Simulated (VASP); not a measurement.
# Cl (Cmce) in VASP: notebook

Aim: see how the results for Cl move with the level of theory and the settings. Levels: PBEsol, HSE06. Tasks: single point.

All numbers are computed with VASP 6.6.1; they aren't measurements. Logs are shortened: lines on timing, memory, paths and dates and some standing lists are left out, and cuts for length are marked.

**1. The cell of the first run**

Symmetry: Cmce, No. 64, orthorhombic system. The conventional cell has a = 6.250 Å, b = 4.014 Å, c = 8.147 Å, α = 90.00°, β = 90.00°, γ = 90.00°. Cl (site symmetry m) has 1 Cl at 2.02 Å within 2.7 Å.

**2. Single point, PBEsol**

The input, INCAR:

```
SYSTEM = Cl
  PREC = Accurate
  ENCUT = 520
  EDIFF = 1E-6
  ISMEAR = 0
  SIGMA = 0.01
  LREAL = .False.
  LASPH = .True.
  NELM = 60
  ALGO = Normal
  ISIF = 2
  LWAVE = .False.
  LCHARG = .True.
  GGA = PS
  LELF = .True.
  LVHAR = .True.
  NBANDS = 22
```

The input, KPOINTS:

```
Automatic mesh
0
Gamma
  6 6 2
  0 0 0
```

The input, POSCAR:

```
Cl
1.0
    3.1252371057     -2.0072452166      0.0000000000
    3.1252371057      2.0072452166      0.0000000000
    0.0000000000      0.0000000000      8.1465598679
Cl
4
Direct
    0.8756350467      0.1243649533      0.6074783337
    0.1243649533      0.8756350467      0.3925216663
    0.6243649533      0.3756350467      0.1074783337
    0.3756350467      0.6243649533      0.8925216663
```

Potentials or basis: VASP PAW PBE potentials, release 64 (Cl).

The run is started by

```bash
$ cat potpaw_PBE.64/Cl/POTCAR > POTCAR
$ mpirun -np 1 vasp_std > vasp.out
```

OUTCAR:

```text
SYSTEM = Cl
   PREC = Accurate
   ENCUT = 520
   EDIFF = 1E-6
   ISMEAR = 0
   LREAL = .False.
   LASPH = .True.
   NELM = 60
   ISIF = 2
   GGA = PS

 ion  position               nearest neighbor table
   1  0.876  0.124  0.607-   2 2.02
   2  0.124  0.876  0.393-   1 2.02
   3  0.624  0.376  0.107-   4 2.02
   4  0.376  0.624  0.893-   3 2.02

  LATTYP: Found a base centered orthorhombic cell.
 ALAT       =     4.0144904332
 B/A-ratio  =     1.5569782306
 C/A-ratio  =     2.0292886491

  Lattice vectors:

 A1 = (  -3.1252371057,  -2.0072452166,   0.0000000000)
 A2 = (   3.1252371057,  -2.0072452166,   0.0000000000)
 A3 = (   0.0000000000,   0.0000000000,   8.1465598679)

Analysis of symmetry for initial positions (statically):
=====================================================================
 Subroutine PRICEL returns:
 Original cell was already a primitive cell.

 Routine SETGRP: Setting up the symmetry group for a
 base centered orthorhombic supercell.

 Subroutine GETGRP returns: Found  8 space group operations
 (whereof  4 operations were pure point group operations)
 out of a pool of  8 trial point group operations.

The static configuration has the point symmetry C_2h.
 The point group associated with its full space group is D_2h.

Analysis of symmetry for dynamics (positions and initial velocities):
=====================================================================
 Subroutine PRICEL returns:
 Original cell was already a primitive cell.

 Routine SETGRP: Setting up the symmetry group for a
 base centered orthorhombic supercell.

 Subroutine GETGRP returns: Found  8 space group operations
 (whereof  4 operations were pure point group operations)
 out of a pool of  8 trial point group operations.

The dynamic configuration has the point symmetry C_2h.
 The point group associated with its full space group is D_2h.

 Subroutine INISYM returns: Found  8 space group operations
 (whereof  4 operations are pure point group operations),
 and found     1 'primitive' translations

----------------------------------------------------------------------------------------

                                     Primitive cell

  volume of cell :     102.2087

  direct lattice vectors                    reciprocal lattice vectors
     3.125237106 -2.007245217  0.000000000     0.159987861 -0.249097617  0.000000000
     3.125237106  2.007245217  0.000000000     0.159987861  0.249097617  0.000000000
     0.000000000  0.000000000  8.146559868     0.000000000  0.000000000  0.122751200

  length of vectors
     3.714315593  3.714315593  8.146559868     0.296050230  0.296050230  0.122751200

  position of ions in fractional coordinates (direct lattice)
     0.875635047  0.124364953  0.607478334
     0.124364953  0.875635047  0.392521666
     0.624364953  0.375635047  0.107478334
     0.375635047  0.624364953  0.892521666

  ion indices of the primitive-cell ions
   primitive index   ion index
                 1           1
                 2           2
                 3           3
                 4           4

----------------------------------------------------------------------------------------

 KPOINTS: Automatic mesh

Automatic generation of k-mesh.
 Grid dimensions read from file:
 generate k-points for:    6    6    2

 Generating k-lattice:

  Cartesian coordinates                     Fractional coordinates (reciprocal lattice)
     0.026664644 -0.041516269  0.000000000     0.166666667 -0.000000000  0.000000000
     0.026664644  0.041516269  0.000000000    -0.000000000  0.166666667  0.000000000
     0.000000000  0.000000000  0.061375600     0.000000000  0.000000000  0.500000000

  Length of vectors
     0.049341705  0.049341705  0.061375600

  Shift w.r.t. Gamma in fractional coordinates (k-lattice)
     0.000000000  0.000000000  0.000000000

 Subroutine IBZKPT returns following result:
 ===========================================

 Found     26 irreducible k-points:

 Following reciprocal coordinates:
            Coordinates               Weight
[... 39 lines left out ...]
 Gauss-broadening in eV      SIGMA  =   0.01
  energy-cutoff  :      520.00
  volume of cell :      102.21
 maximum number of plane-waves:      2786
   NGX = 13   NGY = 13   NGZ = 31

 number of electron      28.0000005 magnetization

 Free energy of the ion-electron system (eV)
  ---------------------------------------------------
  ext. energy  EPLUGINS =         0.00000000
  ---------------------------------------------------
  free energy    TOTEN  =        -8.03131759 eV

  energy without entropy =       -8.03131759  energy(sigma->0) =       -8.03131759

 E-fermi :   0.4955     XC(G=0):  -8.5527

 val. band max:        0.4459679996   @ k =   0.0000   0.0000   0.0000
 cond. band min:       2.6273574283   @ k =   0.0000   0.0000   0.0000
 fundamental gap:      2.1813894287
 Fermi energy:         0.4954995975

 k-point     1 :       0.0000    0.0000    0.0000
  band No.  band energies     occupation
      1     -16.5005      2.00000
      2     -16.1450      2.00000
      3     -12.6597      2.00000
      4     -11.6496      2.00000
      5      -5.4613      2.00000
      6      -3.9463      2.00000
[... 14 lines left out ...]
     21      11.0781      0.00000
     22      11.1660      0.00000

 k-point     2 :       0.1667    0.0000    0.0000
  band No.  band energies     occupation
      1     -16.4217      2.00000
      2     -16.1083      2.00000
      3     -12.5848      2.00000
      4     -11.7149      2.00000
      5      -5.4351      2.00000
      6      -4.0964      2.00000
[... 14 lines left out ...]
     21      10.4783      0.00000
     22      11.2173      0.00000

 k-point     3 :       0.3333   -0.0000    0.0000
  band No.  band energies     occupation
      1     -16.2383      2.00000
      2     -16.0504      2.00000
      3     -12.3924      2.00000
      4     -11.8978      2.00000
      5      -5.3518      2.00000
      6      -4.5657      2.00000
[... 14 lines left out ...]
     21      10.9904      0.00000
     22      11.6828      0.00000
[... 476 lines left out ...]
 k-point    23 :       0.3333    0.3333    0.5000
  band No.  band energies     occupation
      1     -16.1371      2.00000
      2     -16.1371      2.00000
      3     -12.0309      2.00000
      4     -12.0309      2.00000
      5      -4.7305      2.00000
      6      -4.7305      2.00000
[... 14 lines left out ...]
     21      10.5812      0.00000
     22      10.5812      0.00000

 k-point    24 :       0.5000    0.3333    0.5000
  band No.  band energies     occupation
      1     -16.0710      2.00000
      2     -16.0710      2.00000
      3     -12.0251      2.00000
      4     -12.0251      2.00000
      5      -4.7634      2.00000
      6      -4.7634      2.00000
[... 14 lines left out ...]
     21      10.8525      0.00000
     22      10.8525      0.00000

 [... further k-points ...]

------------------------ aborting loop because EDIFF is reached ----------------------------------------

  FORCE on cell =-STRESS in cart. coord.  units (eV):
  Direction    XX          YY          ZZ          XY          YZ          ZX
  --------------------------------------------------------------------------------------
  -------------------------------------------------------------------------------------
  Total        0.4537296     -0.1738114     -0.6702219      0.0000000     -0.0000000      0.0000000
  in kB        7.1124635     -2.7245906    -10.5061009      0.0000000     -0.0000000      0.0000000
  external PRESSURE =      -2.0394093 kB  Pullay stress =       0.0000000 kB

 VOLUME and BASIS-vectors are now :
 -----------------------------------------------------------------------------
  energy-cutoff  :      520.00
  volume of cell :      102.21
      direct lattice vectors                 reciprocal lattice vectors
     3.125237106 -2.007245217  0.000000000     0.159987861 -0.249097617  0.000000000
     3.125237106  2.007245217  0.000000000     0.159987861  0.249097617  0.000000000
     0.000000000  0.000000000  8.146559868     0.000000000  0.000000000  0.122751200

 POSITION                                       TOTAL-FORCE (eV/Angst)
 -----------------------------------------------------------------------------------
      3.12524     -1.50798      4.94886         0.000000     -0.056706     -0.021022
      3.12524      1.50798      3.19770         0.000000      0.056706      0.021022
      3.12524     -0.49926      0.87558         0.000000      0.056706     -0.021022
      3.12524      0.49926      7.27098         0.000000     -0.056706      0.021022
 -----------------------------------------------------------------------------------
    total drift:                                0.000000      0.000000      0.000000

  FREE ENERGIE OF THE ION-ELECTRON SYSTEM (eV)
  ---------------------------------------------------
  free  energy   TOTEN  =        -8.0313175852 eV

  energy  without entropy=       -8.0313175852  energy(sigma->0) =       -8.03131759
```

It took 52 s on 1 thread of Intel Xeon Platinum 8259CL at 2.50GHz (Skylake/Cascade Lake), shared host; peak memory 0.21 GiB.

What came out:

```
Free energy            : -8.0313 eV
Pressure               : -0.2 GPa
Largest force          : 0.060 eV/Å
Band gap on the k mesh : 2.18 eV
```

Forces in eV/Å, atoms in the order of the input:
```
Cl   0.000 -0.057 -0.021
Cl   0.000  0.057  0.021
Cl   0.000  0.057 -0.021
Cl   0.000 -0.057  0.021
```

Stress tensor (GPa, compression positive):
```
 0.71  0.00  0.00
 0.00 -0.27  0.00
 0.00  0.00 -1.05
```

Caveat: this functional lacks dispersion, which holds the molecules together, so the pressure and a relaxed volume are unreliable; the PAW data sets were made with another functional, which shifts forces and pressure a little. A k mesh can miss the band edges.

**3. Single point, PBEsol**

The input, INCAR:

```
ALGO = Normal
EDIFF = 1E-6
ENCUT = 520
GGA = PS
ISIF = 2
ISMEAR = -1
LASPH = T
LCHARG = F
LREAL = F
LWAVE = F
NBANDS = 22
NELM = 60
PREC = Accurate
SIGMA = 0.5
```

The input, KPOINTS:

```
k-points
0
Gamma
  6 6 2
```

POSCAR is that of step 2.

Potentials or basis: VASP PAW PBE potentials, release 64 (Cl).

The run is started by

```bash
$ cat potpaw_PBE.64/Cl/POTCAR > POTCAR
$ mpirun -np 1 vasp_std > vasp.out
```

Wall time 50 s (1 thread of Intel Xeon Platinum 8259CL at 2.50GHz (Skylake/Cascade Lake), shared host); peak memory 0.21 GiB.

It converged, with:

- Free energy: -8.2677 eV
- Pressure: 1.3 GPa
- Largest force: 0.541 eV/Å
- Band gap on the k mesh: 2.23 eV

Forces in eV/Å, atoms in the order of the input:
```
Cl   0.000  0.242  0.484
Cl   0.000 -0.242 -0.484
Cl   0.000 -0.242  0.484
Cl   0.000  0.242 -0.484
```

Stress tensor (GPa, compression positive):
```
0.58 0.00 0.00
0.00 0.87 0.00
0.00 0.00 2.45
```

Levels at points of the mesh, in eV from the valence-band top:
```
           k point  band 11  band 12  band 13  band 14  band 15  band 16  band 17  band 18
(0.00, 0.00, 0.00)    -0.98    -0.44    -0.11     0.00     2.23     3.23     6.82     7.01
(0.50, 0.00, 0.00)    -1.01    -1.01    -0.31    -0.31     3.00     3.00     7.83     7.83
(0.50, 0.50, 0.00)    -1.66    -1.22    -0.51    -0.27     2.31     2.97     8.11     8.16
(0.00, 0.00, 0.50)    -0.87    -0.87    -0.05    -0.05     2.65     2.65     7.24     7.24
(0.50, 0.00, 0.50)    -0.72    -0.72    -0.07    -0.07     2.66     2.66     8.13     8.13
(0.50, 0.50, 0.50)    -1.00    -1.00    -0.92    -0.92     2.57     2.57     8.73     8.73
```

Caveat: so wide a smearing shifts energies and pressures; this functional lacks dispersion, which holds the molecules together, so the pressure and a relaxed volume are unreliable; the PAW data sets were made with another functional, which shifts forces and pressure a little. A k mesh can miss the band edges.

**4. Single point, PBEsol**

The input, INCAR:

```
SYSTEM = Cl
PREC = Accurate
ENCUT = 520
EDIFF = 1E-6
ISMEAR = 1
SIGMA = 0.05
LREAL = .FALSE.
LASPH = .TRUE.
NELM = 80
ALGO = Normal
ISIF = 2
LWAVE = .FALSE.
LCHARG = .TRUE.
GGA = PS
LELF = .TRUE.
LVHAR = .TRUE.
NBANDS = 22
```

The input, KPOINTS:

```
regular mesh
0
G
  6 6 2
  0 0 0
```

POSCAR is that of step 3.

The run is started by

```bash
$ cat potpaw_PBE.64/Cl/POTCAR > POTCAR
$ mpirun -np 1 vasp_std > vasp.out
```

Wall time 49 s (1 thread of Intel Xeon Platinum 8259CL at 2.50GHz (Skylake/Cascade Lake), shared host); peak memory 0.21 GiB.

Results (log left out):

| Property | Result |
| --- | --- |
| Free energy | -8.0313 eV |
| Pressure | -0.2 GPa |
| Largest force | 0.061 eV/Å |
| Band gap on the k mesh | 2.18 eV |

Forces on the atoms (eV/Å):
```
Cl   0.000 -0.057 -0.021
Cl   0.000  0.057  0.021
Cl   0.000  0.057 -0.021
Cl   0.000 -0.057  0.021
```

Stress tensor (GPa, compression positive):
```
 0.71  0.00  0.00
 0.00 -0.28  0.00
 0.00  0.00 -1.05
```

Levels at points of the mesh, in eV from the valence-band top:
```tsv
k point	band 11	band 12	band 13	band 14	band 15	band 16	band 17	band 18
(0.00, 0.00, 0.00)	-0.99	-0.46	-0.11	0.00	2.18	3.18	6.81	6.99
(0.50, 0.00, 0.00)	-1.03	-1.03	-0.32	-0.32	2.95	2.95	7.83	7.83
(0.50, 0.50, 0.00)	-1.66	-1.24	-0.52	-0.27	2.26	2.92	8.10	8.13
(0.00, 0.00, 0.50)	-0.88	-0.88	-0.05	-0.05	2.60	2.60	7.23	7.23
(0.50, 0.00, 0.50)	-0.72	-0.72	-0.08	-0.08	2.61	2.61	8.13	8.13
(0.50, 0.50, 0.50)	-1.02	-1.02	-0.92	-0.92	2.52	2.52	8.72	8.72
```

Caveat: this functional lacks dispersion, which holds the molecules together, so the pressure and a relaxed volume are unreliable; the PAW data sets were made with another functional, which shifts forces and pressure a little. A k mesh can miss the band edges.

**5. Single point, PBEsol**

The input, INCAR:

```
  ALGO = Normal
  EDIFF = 1E-6
  ENCUT = 520
  GGA = PS
  ISIF = 2
  ISMEAR = 1
  LASPH = T
  LCHARG = F
  LREAL = F
  LWAVE = F
  NBANDS = 22
  NELM = 60
  PREC = Accurate
  SIGMA = 0.2
```

The input, KPOINTS:

```
k-points
0
Gamma
  6 6 2
```

POSCAR is that of step 4.

The run is started by

```bash
$ cat potpaw_PBE.64/Cl/POTCAR > POTCAR
$ mpirun -np 1 vasp_std > vasp.out
```

It took 50 s on 1 thread of Intel Xeon Platinum 8259CL at 2.50GHz (Skylake/Cascade Lake), shared host; peak memory 0.21 GiB.

It converged, with:

| Item | Value |
| --- | --- |
| Free energy | -8.0223 eV |
| Pressure | -0.2 GPa |
| Largest force | 0.060 eV/Å |
| Band gap on the k mesh | 2.18 eV |

Forces on the atoms (eV/Å):
```
Cl   0.000 -0.057 -0.018
Cl   0.000  0.057  0.018
Cl   0.000  0.057 -0.018
Cl   0.000 -0.057  0.018
```

Stress tensor (GPa, compression positive):
```
 0.71  0.00  0.00
 0.00 -0.42  0.00
 0.00  0.00 -1.01
```

Levels at points of the mesh, in eV from the valence-band top:
| k point | band 12 | band 13 | band 14 | band 15 | band 16 | band 17 |
| --- | --- | --- | --- | --- | --- | --- |
| (0.00, 0.00, 0.00) | -0.45 | -0.11 | 0.00 | 2.18 | 3.18 | 6.81 |
| (0.50, 0.00, 0.00) | -1.02 | -0.32 | -0.32 | 2.95 | 2.95 | 7.83 |
| (0.50, 0.50, 0.00) | -1.24 | -0.52 | -0.27 | 2.26 | 2.92 | 8.10 |
| (0.00, 0.00, 0.50) | -0.88 | -0.05 | -0.05 | 2.61 | 2.61 | 7.23 |
| (0.50, 0.00, 0.50) | -0.72 | -0.08 | -0.08 | 2.61 | 2.61 | 8.13 |
| (0.50, 0.50, 0.50) | -1.01 | -0.92 | -0.92 | 2.52 | 2.52 | 8.72 |

Caveat: this functional lacks dispersion, which holds the molecules together, so the pressure and a relaxed volume are unreliable; the PAW data sets were made with another functional, which shifts forces and pressure a little. A k mesh can miss the band edges.

**6. Single point, HSE06**

POSCAR is that of step 5.

The input, INCAR.step1:

```
SYSTEM = Cl
  PREC = Accurate
  ENCUT = 520
  EDIFF = 1E-5
  ISMEAR = 0
  SIGMA = 0.01
  LREAL = .False.
  LASPH = .True.
  NELM = 80
  ALGO = Normal
  ISIF = 2
  LWAVE = .True.
  LCHARG = .False.
  NBANDS = 22
  GGA = PE
```

The input, INCAR.step2:

```
SYSTEM = Cl
  PREC = Accurate
  ENCUT = 520
  EDIFF = 1E-6
  ISMEAR = 0
  SIGMA = 0.01
  LREAL = .False.
  LASPH = .True.
  NELM = 80
  ALGO = Normal
  ISIF = 2
  LWAVE = .False.
  LCHARG = .False.
  GGA = PE
  LHFCALC = .True.
  HFSCREEN = 0.2079
  PRECFOCK = Normal
  NBANDS = 22
  ISTART = 1
```

The input, KPOINTS:

```
Automatic mesh
0
Gamma
  2 2 2
  0 0 0
```

Potentials or basis: VASP PAW PBE potentials, release 64 (Cl).

The run is started by

```bash
$ cat potpaw_PBE.64/Cl/POTCAR > POTCAR
$ cp INCAR.step1 INCAR
$ mpirun -np 1 vasp_std > vasp.out
$ cp INCAR.step2 INCAR
$ mpirun -np 1 vasp_std > vasp.out
```

It took 2.8 min on 1 thread of Intel Xeon Platinum 8259CL at 2.50GHz (Skylake/Cascade Lake), shared host; peak memory 0.31 GiB.

It converged, with:

```yaml
Free_energy: -10.3831 eV
Pressure: 0.8 GPa
Largest_force: 0.994 eV/Å
Band_gap_on_the_k_mesh: 3.88 eV
```

Forces in eV/Å, atoms in the order of the input:
```
Cl   0.000 -0.342 -0.933
Cl   0.000  0.342  0.933
Cl   0.000  0.342 -0.933
Cl   0.000 -0.342  0.933
```

Stress tensor (GPa, compression positive):
```
 3.75  0.00  0.00
 0.00  1.77  0.00
 0.00  0.00 -3.01
```

Levels at points of the mesh, in eV from the valence-band top:
| k point | band 11 | band 12 | band 13 | band 14 | band 15 | band 16 | band 17 | band 18 |
| --- | --- | --- | --- | --- | --- | --- | --- | --- |
| (0.00, 0.00, 0.00) | -0.96 | -0.39 | -0.12 | 0.00 | 3.88 | 4.97 | 8.54 | 8.70 |
| (0.50, 0.00, 0.00) | -0.93 | -0.93 | -0.27 | -0.27 | 4.62 | 4.62 | 9.50 | 9.50 |
| (0.50, 0.50, 0.00) | -1.68 | -1.21 | -0.47 | -0.25 | 3.97 | 4.68 | 9.78 | 9.81 |
| (0.00, 0.00, 0.50) | -0.83 | -0.83 | -0.06 | -0.06 | 4.33 | 4.33 | 8.99 | 8.99 |
| (0.50, 0.00, 0.50) | -0.69 | -0.69 | -0.01 | -0.01 | 4.33 | 4.33 | 9.82 | 9.82 |
| (0.50, 0.50, 0.50) | -0.97 | -0.97 | -0.91 | -0.91 | 4.24 | 4.24 | 10.45 | 10.45 |

Caveat: the k points lie up to 0.93 Å⁻¹ apart; this functional lacks dispersion, which holds the molecules together, so the pressure and a relaxed volume are unreliable; the PAW data sets were made with another functional, which shifts forces and pressure a little.

**7. The runs side by side**

```csv
level,k mesh,smearing,grid for exact exchange (PRECFOCK),share of exact exchange,screening parameter,gap on the mesh (eV),pressure (GPa),largest force (eV/Å)
PBEsol,6 × 6 × 2,gaussian 0.01 eV,-,-,-,2.18,-0.2,0.06
PBEsol,6 × 6 × 2,fermi-dirac 0.5 eV,-,-,-,2.23,1.3,0.54
PBEsol,6 × 6 × 2,methfessel-paxton 0.05 eV,-,-,-,2.18,-0.2,0.06
PBEsol,6 × 6 × 2,methfessel-paxton 0.2 eV,-,-,-,2.18,-0.2,0.06
HSE06,2 × 2 × 2,gaussian 0.01 eV,Normal,0.25,0.2079 1/Å,3.88,0.8,0.99
```

Alike in all rows: task single point; potentials or basis VASP PAW PBE potentials, release 64 (Cl); no spin polarisation; cell as given; cutoff (eV) 520.

Caveats: some runs use coarse meshes; this functional lacks dispersion, which holds the molecules together, so the pressure and a relaxed volume are unreliable; the PAW data sets were made with another functional, which shifts forces and pressure a little; so wide a smearing shifts energies and pressures (at least some runs).

Absolute energies hang on the potentials; compare differences alone.
